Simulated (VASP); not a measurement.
# Al3C2 (P-3m1) in VASP: further runs

The runs below take Al3C2 through relaxation of cell and atoms, single point, with PBE.

Program: VASP 6.6.1. These are calculated values, not measurements. Logs are shortened: lines on timing, memory, paths and dates and some standing lists are left out, and cuts for length are marked.

### 1 The cell of the first run

It takes space group P-3m1 (No. 164, trigonal). The conventional cell has a = 3.991 Å, b = 3.991 Å, c = 4.819 Å, α = 90.00°, β = 90.00°, γ = 120.00°. Within 3.2 Å of Al (site symmetry -3m) lie 6 C at 2.40 Å and 6 Al at 2.93 Å. Within 3.1 Å of Al (site symmetry 3m) lie 5 C at 2.35 to 2.57 Å and 6 Al at 2.60 to 2.93 Å. C (site symmetry 3m) has 8 Al at 2.35 to 2.57 Å and 3 C at 2.66 Å within 3.1 Å.

### 2 Relaxation of cell and atoms, PBE

File INCAR:

```
PREC = Accurate
ENCUT = 600
EDIFF = 1E-7
ISMEAR = 0
SIGMA = 0.1
LREAL = F
LASPH = T
NELM = 100
ALGO = Normal
ISIF = 3
LWAVE = F
LCHARG = F
GGA = PE
IBRION = 2
NSW = 90
EDIFFG = -0.04
```

File KPOINTS:

```
Automatic mesh
0
Gamma
  6 6 4
```

File POSCAR:

```
Al3C2
1.0
    3.9911090600      0.0000000000      0.0000000000
   -1.9955545300      3.4564018400      0.0000000000
    0.0000000000      0.0000000000      4.8188943600
Al C
3 2
Direct
    0.0000000000      0.0000000000      0.0000000000
    0.3333333300      0.6666666700      0.6250000000
    0.6666666700      0.3333333300      0.3750000000
    0.3333333300      0.6666666700      0.1380000000
    0.6666666700      0.3333333300      0.8620000000
```

Potentials or basis: VASP PAW PBE potentials, release 64 (Al, C).

Launch:

```console
cat potpaw_PBE.64/Al/POTCAR potpaw_PBE.64/C/POTCAR > POTCAR
mpirun -np 1 vasp_std > vasp.out
```

OUTCAR:

```text
PREC = Accurate
   ENCUT = 600
   EDIFF = 1E-7
   ISMEAR = 0
   LREAL = F
   LASPH = T
   NELM = 100
   ISIF = 3
   GGA = PE
   IBRION = 2
   NSW = 90
   EDIFFG = -0.04

 ion  position               nearest neighbor table
   1  0.000  0.000  0.000-   4 2.40   5 2.40   5 2.40   4 2.40   5 2.40   4 2.40   2 2.93   3 2.93
                             2 2.93   3 2.93   3 2.93   2 2.93
   2  0.333  0.667  0.625-   4 2.35   4 2.47   5 2.57   5 2.57   5 2.57   3 2.60   3 2.60   3 2.60
                             1 2.93   1 2.93   1 2.93
   3  0.667  0.333  0.375-   5 2.35   5 2.47   4 2.57   4 2.57   4 2.57   2 2.60   2 2.60   2 2.60
                             1 2.93   1 2.93   1 2.93
   4  0.333  0.667  0.138-   2 2.35   1 2.40   1 2.40   1 2.40   2 2.47   3 2.57   3 2.57   3 2.57

   5  0.667  0.333  0.862-   3 2.35   1 2.40   1 2.40   1 2.40   3 2.47   2 2.57   2 2.57   2 2.57

  LATTYP: Found a hexagonal cell.
 ALAT       =     3.9911090600
 C/A-ratio  =     1.2074073365

  Lattice vectors:

 A1 = (   3.9911090600,   0.0000000000,   0.0000000000)
 A2 = (  -1.9955545300,   3.4564018400,   0.0000000000)
 A3 = (   0.0000000000,   0.0000000000,   4.8188943600)

Analysis of symmetry for initial positions (statically):
=====================================================================
 Subroutine PRICEL returns:
 Original cell was already a primitive cell.

 Routine SETGRP: Setting up the symmetry group for a
 hexagonal supercell.

 Subroutine GETGRP returns: Found 12 space group operations
 (whereof 12 operations were pure point group operations)
 out of a pool of 24 trial point group operations.

The static configuration has the point symmetry D_3d.

Analysis of symmetry for dynamics (positions and initial velocities):
=====================================================================
 Subroutine PRICEL returns:
 Original cell was already a primitive cell.

 Routine SETGRP: Setting up the symmetry group for a
 hexagonal supercell.

 Subroutine GETGRP returns: Found 12 space group operations
 (whereof 12 operations were pure point group operations)
 out of a pool of 24 trial point group operations.

The dynamic configuration has the point symmetry D_3d.

 Subroutine INISYM returns: Found 12 space group operations
 (whereof 12 operations are pure point group operations),
 and found     1 'primitive' translations

----------------------------------------------------------------------------------------

                                     Primitive cell

  volume of cell :      66.4761

  direct lattice vectors                    reciprocal lattice vectors
     3.991109060  0.000000000  0.000000000     0.250556922  0.144659106  0.000000000
[... 127 lines left out ...]
 maximum number of plane-waves:      2250
   NGX = 15   NGY = 15   NGZ = 19

--------------------------------------- Ionic step        1  -------------------------------------------

 number of electron      17.0000000 magnetization

 Free energy of the ion-electron system (eV)
  ---------------------------------------------------
  ext. energy  EPLUGINS =         0.00000000
  ---------------------------------------------------
  free energy    TOTEN  =       -23.81310450 eV

  energy without entropy =      -23.80478949  energy(sigma->0) =      -23.80894699

------------------------ aborting loop because EDIFF is reached ----------------------------------------

  FORCE on cell =-STRESS in cart. coord.  units (eV):
  Direction    XX          YY          ZZ          XY          YZ          ZX
  --------------------------------------------------------------------------------------
  -------------------------------------------------------------------------------------
  Total       -4.5072798     -4.5072798     -6.4724751      0.0000000      0.0000000      0.0000000
  in kB     -108.6325250   -108.6325253   -155.9968185      0.0000000      0.0000000      0.0000000
  external PRESSURE =    -124.4206229 kB  Pullay stress =       0.0000000 kB
[... 98 lines left out ...]
  FREE ENERGIE OF THE ION-ELECTRON SYSTEM (eV)
  ---------------------------------------------------
  free  energy   TOTEN  =       -25.2869800086 eV

  energy  without entropy=      -25.2828342351  energy(sigma->0) =      -25.28490712

 E-fermi :  10.1140     XC(G=0): -11.2738

 val. band max:       10.1097429713   @ k =   0.3333   0.0000   0.5000
 cond. band min:      10.1761279280   @ k =  -0.1667   0.5000   0.2500
 fundamental gap:      0.0663849567
 Fermi energy:        10.1140075776

 k-point     1 :       0.0000    0.0000    0.0000
  band No.  band energies     occupation
      1      -5.5912      2.00000
      2      -3.1858      2.00000
      3       0.4287      2.00000
      4       7.6688      2.00000
      5       7.6688      2.00000
      6       7.9793      2.00000
      7       8.3208      2.00000
      8       8.3208      2.00000
      9       9.4156      2.00000
     10      12.9542      0.00000
     11      14.4457      0.00000
     12      15.1055      0.00000
[... 331 lines left out ...]
 k-point    24 :       0.3333    0.3333    0.5000
  band No.  band energies     occupation
      1      -1.6132      2.00000
      2      -1.6132      2.00000
      3       2.2789      2.00000
      4       2.3343      2.00000
      5       2.3343      2.00000
      6       3.2134      2.00000
      7       6.9015      2.00000
      8       6.9015      2.00000
      9      10.2880      0.01388
     10      10.2880      0.01388
     11      10.5043      0.00000
     12      13.4251      0.00000

[... ionic steps 4 to 47 ...]

--------------------------------------- Ionic step       48  -------------------------------------------

 number of electron      17.0000001 magnetization

------------------------ aborting loop because EDIFF is reached ----------------------------------------
[... 73 lines left out ...]
--------------------------------------- Ionic step       50  -------------------------------------------

 number of electron      17.0000000 magnetization

 Free energy of the ion-electron system (eV)
  ---------------------------------------------------
  ext. energy  EPLUGINS =         0.00000000
  ---------------------------------------------------
  free energy    TOTEN  =       -28.59261956 eV

  energy without entropy =      -28.58180182  energy(sigma->0) =      -28.58721069

 E-fermi :   8.6695     XC(G=0): -10.9293

 val. band max:        8.5960870261   @ k =   0.0000   0.0000   0.2500
 cond. band min:       8.7202049800   @ k =  -0.1667   0.5000   0.2500
 fundamental gap:      0.1241179539
 Fermi energy:         8.6695482752

 k-point     1 :       0.0000    0.0000    0.0000
  band No.  band energies     occupation
      1      -6.2043      2.00000
      2      -4.2771      2.00000
      3       0.0263      2.00000
      4       6.0845      2.00000
      5       6.6841      2.00000
      6       7.4833      2.00000
      7       7.4833      2.00000
      8       8.0143      2.00000
      9       8.0143      2.00000
     10      13.3579      0.00000
     11      14.5253      0.00000
     12      15.2722      0.00000
[... 375 lines left out ...]
  FREE ENERGIE OF THE ION-ELECTRON SYSTEM (eV)
  ---------------------------------------------------
  free  energy   TOTEN  =       -28.5926195569 eV

  energy  without entropy=      -28.5818018215  energy(sigma->0) =      -28.58721069

 reached required accuracy - stopping structural energy minimisation
```

OSZICAR:

```text
N       E                     dE             d eps       ncg     rms          rms(c)
DAV:   1     0.445042412965E+02    0.44504E+02   -0.72770E+03   576   0.127E+03
DAV:   2    -0.200746857952E+02   -0.64579E+02   -0.59910E+02   748   0.184E+02
DAV:   3    -0.255421216061E+02   -0.54674E+01   -0.53077E+01   824   0.500E+01
[... 496 lines left out ...]
DAV:   1    -0.285926974879E+02   -0.34775E-03   -0.17129E-02   576   0.118E+00    0.380E-02
DAV:   2    -0.285926403741E+02    0.57114E-04   -0.31498E-04   728   0.139E-01    0.227E-02
DAV:   3    -0.285926214617E+02    0.18912E-04   -0.37684E-05   652   0.463E-02    0.965E-03
DAV:   4    -0.285926195106E+02    0.19511E-05   -0.10471E-05   700   0.229E-02    0.319E-03
DAV:   5    -0.285926195569E+02   -0.46343E-07   -0.55075E-07   668   0.616E-03
  50 F= -.28592620E+02 E0= -.28587211E+02  d E =-.269731E-03
```

CONTCAR:

```text
Al3C2
   1.00000000000000
     3.1410373413952422   -0.0000000000000000    0.0000000000000000
    -1.5705186706976211    2.7202181339018585    0.0000000000000001
     0.0000000000000000    0.0000000000000000    6.7205157609573209
  Al              C
     3     2
Direct
     0.0000000000000000    1.0000000000000000    0.0000000000000000
     0.3333333300000021    0.6666666699999979    0.6866087758453850
     0.6666666699999979    0.3333333300000021    0.3133912241546148
     0.3333333300000021    0.6666666699999979    0.1848200881266405
     0.6666666699999979    0.3333333300000021    0.8151799118733595

  0.00000000E+00  0.00000000E+00  0.00000000E+00
  0.00000000E+00  0.00000000E+00  0.00000000E+00
  0.00000000E+00  0.00000000E+00  0.00000000E+00
  0.00000000E+00  0.00000000E+00  0.00000000E+00
  0.00000000E+00  0.00000000E+00  0.00000000E+00
```

Run time: 7.1 min. Hardware: 1 thread of Intel Xeon 6975P-C (Granite Rapids), shared host; peak memory 0.2 GiB.

What came out:

```
Free energy                            : -28.5926 eV
Relaxed volume                         : 11.48 Å³/atom
Relaxed cell                           : a = 3.141 Å, b = 3.141 Å, c = 6.721 Å, α = 90.00°, β = 90.00°, γ = 120.00°
Space group after relaxing (to 0.05 Å) : P-3m1 (No. 164)
Energy gained by relaxing              : 955.9 meV/atom
Ionic steps                            : 50
Pressure after relaxing                : 0.1 GPa
Largest force after relaxing           : 0.018 eV/Å
```

Forces in eV/Å, atoms in the order of the input:
```
Al   0.000  0.000  0.000
Al   0.000  0.000  0.011
Al   0.000  0.000 -0.011
C    0.000  0.000  0.018
C    0.000  0.000 -0.018
```

The path:
| step | energy change (eV) | largest force (eV/Å) | pressure (GPa) | volume (Å³) |
| --- | --- | --- | --- | --- |
| 1 | 0.0000 | 2.2913 | -12.44 | 66.48 |
| 3 | -1.4739 | 2.1154 | 24.61 | 48.67 |
| 5 | -2.2451 | 1.4703 | 14.92 | 50.81 |
| 7 | -2.4787 | 0.2957 | 16.72 | 50.53 |
| 9 | -2.8818 | 0.8819 | -4.09 | 57.12 |
| 11 | -3.6345 | 1.3124 | -1.66 | 56.97 |
| 13 | -4.0022 | 1.1050 | 4.52 | 56.10 |
| 15 | -4.0236 | 0.8982 | 9.84 | 55.43 |
| 17 | -4.0871 | 0.7547 | 6.64 | 57.15 |
| 19 | -4.1801 | 0.2415 | -1.29 | 59.63 |
| 21 | -4.1852 | 0.2503 | -0.74 | 59.32 |
| 23 | -4.2067 | 0.2548 | -0.61 | 58.05 |
| 25 | -4.2098 | 0.4036 | -0.79 | 57.54 |
| 27 | -4.2373 | 0.2796 | 0.25 | 56.32 |
| 29 | -4.2693 | 0.2844 | 2.52 | 54.47 |
| 31 | -4.3448 | 0.0668 | 0.47 | 54.08 |
| 33 | -4.3503 | 0.1487 | 0.37 | 54.00 |
| 35 | -4.4013 | 0.3276 | 1.18 | 53.87 |
| 37 | -4.4694 | 1.0063 | 3.51 | 53.78 |
| 39 | -4.4984 | 1.3398 | 4.16 | 53.96 |
| 41 | -4.6963 | 0.6849 | 1.23 | 55.47 |
| 43 | -4.7580 | 0.4944 | -0.51 | 57.05 |
| 45 | -4.7751 | 0.1304 | 0.61 | 56.97 |
| 47 | -4.7770 | 0.0559 | -0.49 | 57.41 |
| 49 | -4.7792 | 0.0500 | -0.05 | 57.44 |
| 50 | -4.7795 | 0.0183 | 0.11 | 57.42 |

Final structure:
```cif
data_structure
_symmetry_space_group_name_H-M 'P 1'
_symmetry_Int_Tables_number 1
_cell_length_a 3.1410
_cell_length_b 3.1410
_cell_length_c 6.7205
_cell_angle_alpha 90.000
_cell_angle_beta 90.000
_cell_angle_gamma 120.000
_cell_volume 57.42
loop_
_atom_site_label
_atom_site_type_symbol
_atom_site_fract_x
_atom_site_fract_y
_atom_site_fract_z
_atom_site_occupancy
Al1 Al 0.00000 0.00000 0.00000 1
Al2 Al 0.33333 0.66667 0.68661 1
Al3 Al 0.66667 0.33333 0.31339 1
C1 C 0.33333 0.66667 0.18482 1
C2 C 0.66667 0.33333 0.81518 1
```

### 3 Single point, PBE

This run uses another cell than the first one, of 11.65 Å³/atom, 0.876 times its volume.

File INCAR:

```
SYSTEM = Al3C2
PREC = Accurate ; ENCUT = 520
EDIFF = 1E-7 ; ISMEAR = 0
SIGMA = 0.1 ; LREAL = .False.
LASPH = .True. ; NELM = 100
ALGO = Normal ; ISIF = 2
LWAVE = .False. ; LCHARG = .False.
GGA = PE ; NBANDS = 16
```

File KPOINTS:

```
regular mesh
0
Gamma
  12 12 6
  0 0 0
```

File POSCAR:

```
Al3C2
1.0
    3.1379233234      0.0000000000      0.0000000000
   -1.5689616617      2.7175213132      0.0000000000
    0.0000000000      0.0000000000      6.8327000937
Al C
3 2
Direct
    0.0000000000      0.0000000000      0.0000000000
    0.3333333333      0.6666666667      0.6902031897
    0.6666666667      0.3333333333      0.3097968103
    0.3333333333      0.6666666667      0.1834609157
    0.6666666667      0.3333333333      0.8165390843
```

Potentials or basis: VASP PAW PBE potentials, release 64 (Al, C).

Launch:

```console
cat potpaw_PBE.64/Al/POTCAR potpaw_PBE.64/C/POTCAR > POTCAR
mpirun -np 1 vasp_std > vasp.out
```

It took 51 s on 1 thread of Intel Xeon 6975P-C (Granite Rapids), shared host; peak memory 0.21 GiB.

Results (log left out):

```
Free energy   : -28.6173 eV
Pressure      : 0.0 GPa
Largest force : 0.006 eV/Å
```

Forces in eV/Å, atoms in the order of the input:
```
Al   0.000  0.000  0.000
Al   0.000  0.000  0.006
Al   0.000  0.000 -0.006
C    0.000  0.000  0.006
C    0.000  0.000 -0.006
```

Stress tensor (GPa, compression positive):
```
 0.05  0.00  0.00
 0.00  0.05  0.00
 0.00  0.00 -0.14
```

Levels at points of the mesh, in eV from the Fermi level:
```csv
k point,band 5,band 6,band 7,band 8,band 9,band 10,band 11,band 12
"(0.00, 0.00, 0.00)",-1.91,-0.92,-0.92,-0.41,-0.41,4.95,6.10,6.47
"(0.50, 0.00, 0.00)",-4.55,-3.28,-2.80,-1.74,0.49,0.86,2.64,3.87
"(0.00, 0.00, 0.50)",-0.90,-0.90,-0.44,-0.44,1.12,4.57,5.06,6.90
"(0.50, 0.00, 0.50)",-3.36,-2.94,-2.75,-1.83,-0.65,-0.41,2.89,3.99
```

### 4 Relaxation of cell and atoms, PBE

This run uses another cell than the first one, of 11.61 Å³/atom, 0.873 times its volume.

File INCAR:

```
SYSTEM = Al3C2
PREC = Accurate
ENCUT = 600
EDIFF = 1E-6
ISMEAR = 0
SIGMA = 0.1
LREAL = .FALSE.
LASPH = .TRUE.
NELM = 100
ALGO = Normal
ISIF = 3
LWAVE = .FALSE.
LCHARG = .FALSE.
GGA = PE
IBRION = 2
NSW = 100
EDIFFG = -0.01
```

File KPOINTS:

```
Automatic mesh
0
G
  12 12 6
  0 0 0
```

File POSCAR:

```
Al3C2
1.0
    3.1386368765      0.0000000000      0.0000000000
   -1.5693184383      2.7181392683      0.0000000000
    0.0000000000      0.0000000000      6.8018430533
Al C
3 2
Direct
    0.0000000000      0.0000000000      0.0000000000
    0.3333333333      0.6666666667      0.6891710383
    0.6666666667      0.3333333333      0.3108289617
    0.3333333333      0.6666666667      0.1840661577
    0.6666666667      0.3333333333      0.8159338423
```

Launch:

```console
cat potpaw_PBE.64/Al/POTCAR potpaw_PBE.64/C/POTCAR > POTCAR
mpirun -np 1 vasp_std > vasp.out
```

It took 2.4 min on 1 thread of Intel Xeon 6975P-C (Granite Rapids), shared host; peak memory 0.24 GiB.

Results (log left out):

* Free energy: -28.6192 eV
* Relaxed volume: 11.64 Å³/atom
* Relaxed cell: a = 3.138 Å, b = 3.138 Å, c = 6.823 Å, α = 90.00°, β = 90.00°, γ = 120.00°
* Space group after relaxing (to 0.05 Å): P-3m1 (No. 164)
* Energy gained by relaxing: 0.0 meV/atom
* Ionic steps: 8
* Pressure after relaxing: 0.0 GPa
* Largest force after relaxing: 0.009 eV/Å

Forces in eV/Å, atoms in the order of the input:
```
Al   0.000  0.000  0.000
Al   0.000  0.000 -0.004
Al   0.000  0.000  0.004
C    0.000  0.000 -0.009
C    0.000  0.000  0.009
```

The path:
```tsv
step	energy change (eV)	largest force (eV/Å)	pressure (GPa)	volume (Å³)
1	0.0000	0.0025	0.12	58.03
2	-0.0001	0.0228	-0.03	58.10
3	-0.0001	0.0240	-0.04	58.11
4	-0.0001	0.0145	0.03	58.11
5	-0.0002	0.0176	0.10	58.11
6	-0.0002	0.0150	0.06	58.14
7	-0.0002	0.0102	-0.01	58.19
8	-0.0002	0.0093	-0.03	58.20
```

Final structure:
```yaml
crystal:
  lattice:
    - [3.13841, 0.00000, 0.00000]
    - [-1.56921, 2.71795, 0.00000]
    - [0.00000, 0.00000, 6.82333]
  atoms:
    - { symbol: Al, position: [0.00000, 0.00000, 0.00000] }
    - { symbol: Al, position: [0.33333, 0.66667, 0.68995] }
    - { symbol: Al, position: [0.66667, 0.33333, 0.31005] }
    - { symbol: C, position: [0.33333, 0.66667, 0.18378] }
    - { symbol: C, position: [0.66667, 0.33333, 0.81622] }
```

Levels at points of the mesh, in eV from the Fermi level:
```tsv
k point	band 4	band 5	band 6	band 7	band 8	band 9	band 10	band 11	band 12
(0.00, 0.00, 0.00)	-2.54	-1.91	-0.94	-0.94	-0.43	-0.43	4.94	6.09	6.49
(0.50, 0.00, 0.00)	-7.01	-4.57	-3.29	-2.82	-1.75	0.49	0.86	2.63	3.88
(0.00, 0.00, 0.50)	-6.23	-0.91	-0.91	-0.45	-0.45	1.13	4.59	5.05	6.88
(0.50, 0.00, 0.50)	-7.33	-3.36	-2.95	-2.76	-1.85	-0.65	-0.41	2.88	3.98
```

### 5 Summary

```csv
task,cell,k mesh,cutoff (eV),gap on the mesh (eV),pressure (GPa),relaxed volume (Å³/atom),largest force (eV/Å)
relaxation of cell and atoms,"relaxed from a = 3.991, b = 3.991, c = 4.819 Å, angles 90.0, 90.0, 120.0°, 5 atoms",6 × 6 × 4,600,none,0.1,11.48,0.02
single point,"a = 3.138, b = 3.138, c = 6.833 Å, angles 90.0, 90.0, 120.0°, 5 atoms",12 × 12 × 6,520,none,0.0,-,0.01
relaxation of cell and atoms,"relaxed from a = 3.139, b = 3.139, c = 6.802 Å, angles 90.0, 90.0, 120.0°, 5 atoms",12 × 12 × 6,600,none,0.0,11.64,0.01
```

Alike in all rows: level PBE; potentials or basis VASP PAW PBE potentials, release 64 (Al, C); no spin polarisation; smearing gaussian 0.1 eV.

Total energies depend on the potentials used, so only differences within one code and one set of settings carry meaning.
